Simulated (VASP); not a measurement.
BeSn: single point with PBE

Crystal: BeSn.

```xyz
2
Lattice="3.3171 0.0000 0.0000 0.0000 3.3171 0.0000 0.0000 0.0000 3.3171" Properties=species:S:1:pos:R:3 pbc="T T T"
Be    0.0000    0.0000    0.0000
Sn    1.6586    1.6586    1.6586
```

```json
{
  "Program": "VASP 6.6.1",
  "Task": "single point",
  "Functional": "PBE",
  "Potentials or basis": "VASP PAW PBE potentials, release 64 (Be, Sn_d)",
  "Cutoff": "520 eV",
  "k mesh": "16 × 16 × 16",
  "Occupations": "gaussian, width 0.1 eV",
  "Spin": "no spin polarisation",
  "Dipole correction": "no",
  "Further INCAR settings": "ALGO = Normal; EDIFF = 1e-06; NBANDS = 15"
}
```

```yaml
Pressure: -0.1 GPa
Band_gap_on_the_k_mesh: zero (band 8 reaches 12.12 eV, above the bottom of band 9 at 5.90 eV)
```

Levels at points of the mesh, in eV from the Fermi level:
```
           k point  band 5  band 6  band 7  band 8  band 9  band 10  band 11  band 12
(0.00, 0.00, 0.00)  -21.36  -11.27    0.98    0.98    0.98     3.72     5.54     5.54
(0.50, 0.00, 0.00)  -21.36   -8.74   -6.54    4.37    4.37     4.79     4.79     5.50
(0.50, 0.50, 0.00)  -21.28   -5.82   -4.35   -4.35   -1.86     5.32     7.17     7.90
(0.50, 0.50, 0.50)  -21.28   -3.08   -1.16   -1.16   -1.16    -0.08    -0.08    -0.08
```

Run time: 88 s on 1 thread of Intel(R) Xeon(R) Platinum 8375C CPU @ 2.90GHz (Ice Lake) (shared host), peak memory 0.22 GiB.

Caveat: spin-orbit coupling is left out, which moves the levels of the heavy elements.
